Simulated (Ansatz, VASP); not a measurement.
**SrTiO3: VASP beside Ansatz**

```
Sr Ti O
1.0
     3.94711    0.00000    0.00000
     0.00000    3.94711    0.00000
     0.00000    0.00000    3.94711
Sr Ti O
1 1 3
Direct
  0.50000 0.50000 0.50000
  0.00000 0.00000 0.00000
  0.50000 0.00000 0.00000
  0.00000 0.50000 0.00000
  0.00000 0.00000 0.50000
```

Alike in both runs: functional PBE; k mesh 8 × 8 × 8; occupations gaussian, width 0.02 eV; no spin polarisation; Hubbard terms Ti d U = 4.0 eV.

Ansatz relaxed the structure, and its values are those at the end. VASP's run is a single point on that final structure, the one shown.

|  | VASP | Ansatz |
| --- | --- | --- |
| version | VASP 6.6.1 | Ansatz 0.2.0 |
| potentials or method | VASP PAW PBE potentials, release 64 (Sr_sv, Ti_sv, O), cutoff 520 eV | scalar-relativistic, plane waves, PAW |
| valence electrons in the cell | 40 | 40 |

|  | VASP | Ansatz | Ansatz less VASP |
| --- | --- | --- | --- |
| gap on the k mesh at the Fermi level (eV) | 2.31 | 2.30 | -0.010 |
| least direct gap on the mesh (eV) | 2.74 | 2.72 | -0.016 |
| pressure (GPa) | 2.7 | 0.0 | -2.69 |

The programs project onto different local orbitals, so the same U acts differently, and such runs can settle in different states.
